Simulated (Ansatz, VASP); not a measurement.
**Two plane-wave programs on SiC**

```xyz
2
Lattice="0.0000 2.4582 1.7379 2.4582 0.0000 1.7379 2.4582 2.4582 0.0000" Properties=species:S:1:pos:R:3 pbc="T T T"
Si    0.0000    0.0000    0.0000
C     3.6872    3.6872    2.6069
```

Alike in both runs: task single point; functional PBE; k mesh 12 × 12 × 12; occupations gaussian, width 0.05 eV; no spin polarisation.

|  | VASP | Ansatz |
| --- | --- | --- |
| version | VASP 6.6.1 | Ansatz 0.2.0 |
| potentials or method | VASP PAW PBE potentials, release 64 (Si, C), cutoff 520 eV | scalar-relativistic, plane waves, PAW |
| valence electrons in the cell | 8 | 8 |

```csv
,VASP,Ansatz,Ansatz less VASP
gap on the k mesh at the Fermi level (eV),none,none,-
pressure (GPa),-8.7,-8.7,-0.03
"traceless stress, the component that is largest in VASP (GPa)",31.78,31.76,-0.024
```

A gap of «none» marks a metal or a gap that the smearing closes. With one functional, cell and mesh, what is left measures potentials, basis and numerics.
